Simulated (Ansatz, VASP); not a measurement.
GeS in VASP and in Ansatz

```xyz
8
Lattice="10.1851 0.0000 0.0000 0.0000 3.6419 0.0000 0.0000 0.0000 4.0874" Properties=species:S:1:pos:R:3 pbc="T T T"
Ge    1.2070    0.9105    0.4872
Ge    3.8856    2.7315    2.5309
Ge    6.2995    0.9105    1.5565
Ge    8.9782    2.7315    3.6002
S     8.6883    0.9105    2.0139
S     6.5894    2.7315   -0.0298
S     3.5958    0.9105    4.1173
S     1.4968    2.7315    2.0736
```

Alike in both runs: functional LDA; k mesh 4 × 8 × 6; occupations gaussian, width 0.02 eV; no spin polarisation.

Ansatz relaxed the structure, and its values are those at the end. VASP's run is a single point on that final structure, the one shown.

|  | VASP | Ansatz |
| --- | --- | --- |
| version | VASP 6.6.1 | Ansatz 0.2.0 |
| potentials or method | VASP PAW LDA potentials, release 64 (Ge_d, S), cutoff 500 eV | scalar-relativistic, plane waves, PAW |
| valence electrons in the cell | 80 | 80 |

VASP gave:

| Quantity | Value |
| --- | --- |
| gap on the k mesh at the Fermi level (eV) | 0.70 |
| least direct gap on the mesh (eV) | 1.02 |
| pressure (GPa) | 0.0 |
| rms of the force components (eV/Å) | 0.008 |

Problem. Estimate Ansatz's values.

Solution. gap on the k mesh at the Fermi level (eV): 0.72; least direct gap on the mesh (eV): 1.02; pressure (GPa): 0.0; rms of the force components (eV/Å): 0.000.

LDA's correlation is that of Perdew and Zunger in VASP and of Perdew and Wang (1992) in Ansatz.
